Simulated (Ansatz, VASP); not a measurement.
One calculation of MnBe3Te4, two programs

```
Be Mn Te
1.0
     5.83728    0.00000    0.00000
     0.00000    5.83728    0.00000
     0.00000    0.00000    5.83728
Be Mn Te
3 1 4
Direct
  0.00000 0.50000 0.50000
  0.50000 0.50000 0.00000
  0.50000 0.00000 0.50000
  0.00000 0.00000 0.00000
  0.73720 0.73720 0.26280
  0.73720 0.26280 0.73720
  0.26280 0.73720 0.73720
  0.26280 0.26280 0.26280
```

Change from the starting cell: species swapped into the ZnCd3S4 type (P-43m, No. 215).

Alike in both runs: functional PBE; k mesh 6 × 6 × 6; occupations gaussian, width 0.02 eV; collinear spin.

Ansatz relaxed the structure, and its values are those at the end. VASP's run is a single point on that final structure, the one shown.

|  | VASP | Ansatz |
| --- | --- | --- |
| version | VASP 6.6.1 | Ansatz 0.2.0 |
| potentials or method | VASP PAW PBE potentials, release 64 (Be, Mn_pv, Te), cutoff 520 eV | scalar-relativistic, plane waves, PAW |
| valence electrons in the cell | 43 | 85 |

```tsv
	VASP	Ansatz	Ansatz less VASP
gap on the k mesh at the Fermi level (eV)	0.71	0.73	+0.017
least direct gap on the mesh (eV)	0.71	0.73	+0.017
pressure (GPa)	0.1	0.0	-0.09
net moment per atom (μB)	0.63	0.62	0.000
size of the moment on the site where the two differ most (μB)	4.15	4.13	-0.024
```

Site moments also hang on the region over which each program counts them. VASP's potentials hold 43 valence electrons a cell and Ansatz's 85, so a difference there can come from the potentials and not from the codes.

Neither program's run includes spin-orbit coupling.
